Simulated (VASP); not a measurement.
A run of VASP 6.6.1:

File POSCAR:

```
Si2Sn
1.0
    0.0000000000      3.2620088405      3.2620088405
    3.2620088405      0.0000000000      3.2620088405
    3.2620088405      3.2620088405      0.0000000000
Si Sn
2 1
Direct
    0.2500000000      0.2500000000      0.2500000000
    0.7500000000      0.7500000000      0.7500000000
    0.0000000000      0.0000000000      0.0000000000
```

INCAR.step1

```
PREC = Accurate ; ENCUT = 520
ISMEAR = 0 ; SIGMA = 0.1
LREAL = False ; LASPH = True
NELM = 100 ; NBANDS = 18
GGA = PE ; ALGO = Normal
EDIFF = 1E-4 ; LWAVE = True
LCHARG = False
```

INCAR.step2

```
PREC = Accurate ; ENCUT = 520
EDIFF = 1E-6 ; ISMEAR = 0
SIGMA = 0.1 ; LREAL = False
LASPH = True ; NELM = 100
ALGO = Normal ; ISIF = 2
LWAVE = False ; LCHARG = False
METAGGA = R2SCAN ; LMIXTAU = True
NBANDS = 18 ; ISTART = 1
```

File KPOINTS:

```
regular mesh
0
Gamma
  6 6 6
```

Potentials or basis: VASP PAW PBE potentials, release 64 (Si, Sn_d).

Launch:

```bash
$ cat potpaw_PBE.64/Si/POTCAR potpaw_PBE.64/Sn_d/POTCAR > POTCAR
$ cp INCAR.step1 INCAR
$ mpirun -np 1 vasp_std > vasp.out
$ cp INCAR.step2 INCAR
$ mpirun -np 1 vasp_std > vasp.out
```

Hardware: 1 thread of Intel Xeon 8259CL, on a shared host.

**Question.** How long does it take, and how much memory?

**Answer.** It took 2.2 min on 1 thread of Intel Xeon 8259CL (shared host), peak memory 0.22 GiB. Counts: k points 16.
